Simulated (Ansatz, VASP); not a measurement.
This is a calculation of Fe for VASP 6.6.1.

The input POSCAR:

```
Fe
1.0
   -1.4333151444      1.4333151444      1.4333151444
    1.4333151444     -1.4333151444      1.4333151444
    1.4333151444      1.4333151444     -1.4333151444
Fe
1
Direct
    0.0000000000      0.0000000000      0.0000000000
```

INCAR.step1

```
SYSTEM = Fe
ALGO = Normal ; EDIFF = 1E-5
ENCUT = 520 ; GGA = PE
ISIF = 2 ; ISMEAR = -1
ISPIN = 2 ; LASPH = .TRUE.
LMAXMIX = 4 ; LORBIT = 11
LREAL = .FALSE. ; LWAVE = .TRUE.
MAGMOM = 3 ; NBANDS = 14
NELM = 150 ; PREC = Accurate
SIGMA = 0.05
```

Contents of INCAR.step2:

```
SYSTEM = Fe
ALGO = Normal ; EDIFF = 1E-7
ENCUT = 520 ; GGA = PE
HFSCREEN = 0.2079 ; ISIF = 2
ISMEAR = -1 ; ISPIN = 2
ISTART = 1 ; LASPH = .TRUE.
LCHARG = .TRUE. ; LELF = .TRUE.
LHFCALC = .TRUE. ; LMAXMIX = 4
LORBIT = 11 ; LREAL = .FALSE.
LVHAR = .TRUE. ; LWAVE = .FALSE.
MAGMOM = 3 ; NBANDS = 14
NELM = 150 ; PREC = Accurate
PRECFOCK = Normal ; SIGMA = 0.05
```

The input KPOINTS:

```
k-points
0
G
  8 8 8
  0 0 0
```

Potentials or basis: VASP PAW PBE potentials, release 64 (Fe).

Run with:

```bash
$ cat potpaw_PBE.64/Fe/POTCAR > POTCAR
$ cp INCAR.step1 INCAR
$ mpirun -np 1 vasp_std > vasp.out
$ cp INCAR.step2 INCAR
$ mpirun -np 1 vasp_std > vasp.out
```

Problem. Set up the same calculation for Ansatz 0.2.0. Potentials there: Ansatz PAW.

Solution. As run (the cutoff follows the program's own potentials):

File input:

```
crystal:
  lattice:
    - [-1.4333151444, 1.4333151444, 1.4333151444]
    - [1.4333151444, -1.4333151444, 1.4333151444]
    - [1.4333151444, 1.4333151444, -1.4333151444]
  atoms:
    - { symbol: Fe, position: [0.0, 0.0, 0.0], spin: 3.0 }
hamiltonian:
  xc: hse06
  pseudopotentials: { kind: paw }
magnetization:
  spin_polarized: true
kpoints:
  mp_grid: { grid: [8, 8, 8] }
scf:
  occupations: { method: fermi_dirac, width: 0.05 }
output:
  forces: true
  stress: true
  eigenvalues: true
```

Both were run:

|  | VASP | Ansatz | Ansatz less VASP |
| --- | --- | --- | --- |
| gap on the k mesh at the Fermi level (eV) | none | none | - |
| pressure (GPa) | 7.2 | 6.9 | -0.21 |
| net moment per atom (μB) | 2.79 | 2.79 | 0.000 |
| size of the moment on the site where the two differ most (μB) | 2.85 | 3.01 | +0.162 |

Site moments also hang on the region over which each program counts them. A gap of «none» marks a metal or a gap that the smearing closes. With one functional, cell and mesh, what is left measures potentials, basis and numerics. VASP's potentials hold 8 valence electrons a cell and Ansatz's 16, so a difference there can come from the potentials and not from the codes.

The k mesh is coarse, so the values compare programs but aren't converged. Noted on Ansatz's run: the magnetic or orbital state may not be the lowest.
